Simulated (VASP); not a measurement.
Wanted: the native input for a VASP 6.6.1 run.

```
Task                   : single point
Functional             : r2SCAN
Potentials or basis    : VASP PAW PBE potentials, release 64 (Zr_sv, H)
Cutoff                 : 520 eV
k mesh                 : 14 × 14 × 8
Occupations            : gaussian, width 0.1 eV
Spin                   : no spin polarisation
Dipole correction      : no
Further INCAR settings : ALGO = Normal; EDIFF = 1e-06; NBANDS = 21
```

Crystal: ZrH.

```
CELL_PARAMETERS angstrom
3.16498 0.00000 0.00000
0.00000 3.16498 0.00000
0.00000 0.00000 4.91725
ATOMIC_POSITIONS crystal
Zr 0.00000 0.50000 0.00000
Zr 0.50000 0.00000 0.50000
H 0.00000 0.00000 0.75000
H 0.00000 0.00000 0.25000
```

The input as run:

POSCAR

```
ZrH
1.0
    3.1649756464      0.0000000000      0.0000000000
    0.0000000000      3.1649756464      0.0000000000
    0.0000000000      0.0000000000      4.9172463227
Zr H
2 2
Direct
    0.0000000000      0.5000000000      0.0000000000
    0.5000000000      0.0000000000      0.5000000000
    0.0000000000      0.0000000000      0.7500000000
    0.0000000000      0.0000000000      0.2500000000
```

INCAR.step1

```
SYSTEM = ZrH
  PREC = Accurate
  ENCUT = 520
  ISMEAR = 0
  SIGMA = 0.1
  LREAL = .FALSE.
  LASPH = .TRUE.
  NELM = 100
  NBANDS = 21
  GGA = PE
  ALGO = Normal
  EDIFF = 1E-4
  LWAVE = .TRUE.
  LCHARG = .FALSE.
```

INCAR.step2

```
SYSTEM = ZrH
  PREC = Accurate
  ENCUT = 520
  EDIFF = 1E-6
  ISMEAR = 0
  SIGMA = 0.1
  LREAL = .FALSE.
  LASPH = .TRUE.
  NELM = 100
  ALGO = Normal
  ISIF = 2
  LWAVE = .FALSE.
  LCHARG = .FALSE.
  METAGGA = R2SCAN
  LMIXTAU = .TRUE.
  NBANDS = 21
  ISTART = 1
```

KPOINTS

```
regular mesh
0
G
  14 14 8
  0 0 0
```

Potentials or basis: VASP PAW PBE potentials, release 64 (Zr_sv, H).

Run with:

```bash
$ cat potpaw_PBE.64/Zr_sv/POTCAR potpaw_PBE.64/H/POTCAR > POTCAR
$ cp INCAR.step1 INCAR
$ mpirun -np 1 vasp_std > vasp.out
$ cp INCAR.step2 INCAR
$ mpirun -np 1 vasp_std > vasp.out
```

Results of the run:

| Item | Value |
| --- | --- |
| Pressure | 8.1 GPa |
| Band gap on the k mesh | zero (bands 13 and 14 overlap by 1.13 eV) |

Caveat: the cell stands under pressure; the PAW data sets were made with another functional, which shifts forces and pressure a little.

It took 11 min on 1 thread of AMD EPYC 7R43 64-Core Processor (Zen 3) (shared host), peak memory 0.24 GiB.
